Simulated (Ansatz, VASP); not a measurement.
## One calculation of GaPtC4N4, two programs

INCAR

```
  ALGO = Normal
  EDIFF = 1E-6
  ENCUT = 520
  GGA = PE
  ISIF = 2
  ISMEAR = 0
  LASPH = T
  LCHARG = F
  LREAL = F
  LWAVE = F
  NBANDS = 40
  NELM = 60
  PREC = Accurate
  SIGMA = 0.1
```

The input KPOINTS:

```
k-points
0
Gamma
  4 4 4
```

File POSCAR:

```
GaPtC4N4
1.0
    7.1750125100      0.0000000000      0.0000000000
    0.0000000000      7.1750125100      0.0000000000
    0.0000000000      0.0000000000      3.7496379300
Ga Pt C N
1 1 4 4
Direct
    0.0000000000      0.0000000000      0.0000000000
    0.5000000000      0.5000000000      0.0000000000
    0.1868532600      0.8131467400      0.0000000000
    0.8131467400      0.1868532600      0.0000000000
    0.1868532600      0.1868532600      0.0000000000
    0.8131467400      0.8131467400      0.0000000000
    0.3021582700      0.6978417300      0.0000000000
    0.6978417300      0.3021582700      0.0000000000
    0.3021582700      0.3021582700      0.0000000000
    0.6978417300      0.6978417300      0.0000000000
```

Input for Ansatz:

```yaml
crystal:
  lattice:
    - [7.17501251, 0.0, 0.0]
    - [0.0, 7.17501251, 0.0]
    - [0.0, 0.0, 3.74963793]
  atoms:
    - { symbol: Ga, position: [0.0, 0.0, 0.0] }
    - { symbol: Pt, position: [0.5, 0.5, 0.0] }
    - { symbol: C, position: [0.18685326, 0.81314674, 0.0] }
    - { symbol: C, position: [0.81314674, 0.18685326, 0.0] }
    - { symbol: C, position: [0.18685326, 0.18685326, 0.0] }
    - { symbol: C, position: [0.81314674, 0.81314674, 0.0] }
    - { symbol: "N", position: [0.30215827, 0.69784173, 0.0] }
    - { symbol: "N", position: [0.69784173, 0.30215827, 0.0] }
    - { symbol: "N", position: [0.30215827, 0.30215827, 0.0] }
    - { symbol: "N", position: [0.69784173, 0.69784173, 0.0] }
basis:
  ecutwfc: 420
kpoints:
  mp_grid: { grid: [4, 4, 4] }
hamiltonian:
  xc: pbe
scf:
  occupations: { method: gaussian, width: 0.1 }
  lower_state_search: "off"
output:
  forces: true
  stress: true
  eigenvalues: true
```

Alike in both runs: task single point; functional PBE; k mesh 4 × 4 × 4; occupations gaussian, width 0.1 eV; no spin polarisation.

|  | VASP | Ansatz |
| --- | --- | --- |
| version | VASP 6.6.1 | Ansatz 0.2.0 |
| potentials or method | VASP PAW PBE potentials, release 64 (Ga_d, Pt, C, N), cutoff 520 eV | scalar-relativistic, plane waves, PAW |
| valence electrons in the cell | 59 | 67 |

```csv
,VASP,Ansatz,Ansatz less VASP
gap on the k mesh at the Fermi level (eV),none,none,-
pressure (GPa),2.6,2.3,-0.22
"traceless stress, the component that is largest in VASP (GPa)",-3.25,-2.94,+0.313
rms of the force components (eV/Å),0.935,1.013,+0.0779
```

Atom by atom the forces differ by 0.196 eV/Å (rms over components). A gap of «none» marks a metal or a gap that the smearing closes. VASP's potentials hold 59 valence electrons a cell and Ansatz's 67, so a difference there can come from the potentials and not from the codes.

The k mesh is coarse, so the values compare programs but aren't converged. Spin-orbit coupling is off throughout. Noted on VASP's run: the standard files for N, O and F lose accuracy on very short bonds.
